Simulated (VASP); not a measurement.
A run of VASP 6.6.1 is set up as follows.

File POSCAR:

```
SrCl2
1.0
    0.0000000000      3.4977180853      3.4977180853
    3.4977180853      0.0000000000      3.4977180853
    3.4977180853      3.4977180853      0.0000000000
Sr Cl
1 2
Direct
    0.0000000000      0.0000000000      0.0000000000
    0.2500000000      0.2500000000      0.2500000000
    0.7500000000      0.7500000000      0.7500000000
```

File INCAR.step1:

```
SYSTEM = SrCl2
ALGO     = Normal         ! electronic algorithm
EDIFF    = 1E-5           ! SCF threshold, eV
ENCUT    = 520            ! plane-wave cutoff, eV
GGA      = PE             ! functional
ISIF     = 2              ! what is computed and relaxed
ISMEAR   = 0              ! smearing method
LASPH    = .True.         ! aspherical terms in the spheres
LREAL    = .False.        ! projectors in reciprocal space
LWAVE    = .True.         ! write WAVECAR
NBANDS   = 19             ! bands
NELM     = 60             ! most SCF steps
PREC     = Accurate       ! precision mode
SIGMA    = 0.01           ! smearing width, eV
```

INCAR.step2

```
SYSTEM = SrCl2
AEXX     = 0.05           ! exact-exchange fraction
ALGO     = Normal         ! electronic algorithm
EDIFF    = 1E-6           ! SCF threshold, eV
ENCUT    = 520            ! plane-wave cutoff, eV
GGA      = PE             ! functional
HFSCREEN = 0.2078         ! screening, 1/A
ISIF     = 2              ! what is computed and relaxed
ISMEAR   = 0              ! smearing method
ISTART   = 1            
LASPH    = .True.         ! aspherical terms in the spheres
LCHARG   = .True.         ! write CHGCAR
LELF     = .True.         ! ELF
LHFCALC  = .True.         ! exact exchange
LREAL    = .False.        ! projectors in reciprocal space
LVHAR    = .True.       
LWAVE    = .False.        ! write WAVECAR
NBANDS   = 19             ! bands
NELM     = 60             ! most SCF steps
PREC     = Accurate       ! precision mode
PRECFOCK = Normal       
SIGMA    = 0.01           ! smearing width, eV
```

Contents of KPOINTS:

```
k-points
0
Gamma
  4 4 4
  0 0 0
```

Potentials or basis: VASP PAW PBE potentials, release 64 (Sr_sv, Cl).

Run with:

```console
$ cat potpaw_PBE.64/Sr_sv/POTCAR potpaw_PBE.64/Cl/POTCAR > POTCAR
$ cp INCAR.step1 INCAR
$ mpirun -np 1 vasp_std > vasp.out
$ cp INCAR.step2 INCAR
$ mpirun -np 1 vasp_std > vasp.out
```

(1) Estimate the pressure.

(2) Estimate the band gap on the k mesh.

Answers

(1) 0.7 GPa.

(2) 5.56 eV (least direct gap 5.77 eV).

Caveat: the PAW data sets were made with another functional, which shifts forces and pressure a little.
